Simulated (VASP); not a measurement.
Crystal: Ti.

```xyz
3
Lattice="4.6000 0.0000 0.0000 -2.3000 3.9837 0.0000 0.0000 0.0000 2.8200" Properties=species:S:1:pos:R:3 pbc="T T T"
Ti    0.0000    0.0000    0.0000
Ti    0.0000    2.6558    1.4100
Ti    2.3000    1.3279    1.4100
```

* Program: VASP 6.6.1
* Task: relaxation of cell and atoms
* Functional: LDA
* Potentials or basis: VASP PAW LDA potentials, release 64 (Ti_sv)
* Cutoff: 600 eV
* k mesh: 8 × 8 × 11
* Occupations: gaussian, width 0.1 eV
* Spin: no spin polarisation

At the start: pressure -9.1 GPa; volume 17.23 Å³/atom.

Q: How do energy, volume and symmetry change on relaxing?

A: Over 9 steps the energy falls by 43.9 meV/atom and the volume is 15.82 Å³/atom (-8.1 %); space group P6/mmm (No. 191, to 0.05 Å).

The path:
| step | energy change (eV) | largest force (eV/Å) | pressure (GPa) | volume (Å³) |
| --- | --- | --- | --- | --- |
| 1 | 0.0000 | 0.0000 | -9.12 | 51.68 |
| 2 | -0.0596 | 0.0000 | 8.60 | 44.68 |
| 3 | -0.1305 | 0.0000 | 0.03 | 47.47 |
| 4 | -0.1304 | 0.0000 | 0.24 | 47.39 |
| 5 | -0.1316 | 0.0000 | 0.21 | 47.40 |
| 6 | -0.1317 | 0.0000 | 0.20 | 47.40 |
| 7 | -0.1317 | 0.0000 | 0.20 | 47.40 |
| 8 | -0.1317 | 0.0000 | -0.13 | 47.53 |
| 9 | -0.1317 | 0.0000 | -0.03 | 47.47 |

Final structure:
```
Ti
1.0
     4.45074    0.00000    0.00000
    -2.22537    3.85446    0.00000
     0.00000    0.00000    2.76734
Ti
3
Direct
  0.00000 0.00000 0.00000
  0.33333 0.66667 0.50000
  0.66667 0.33333 0.50000
```
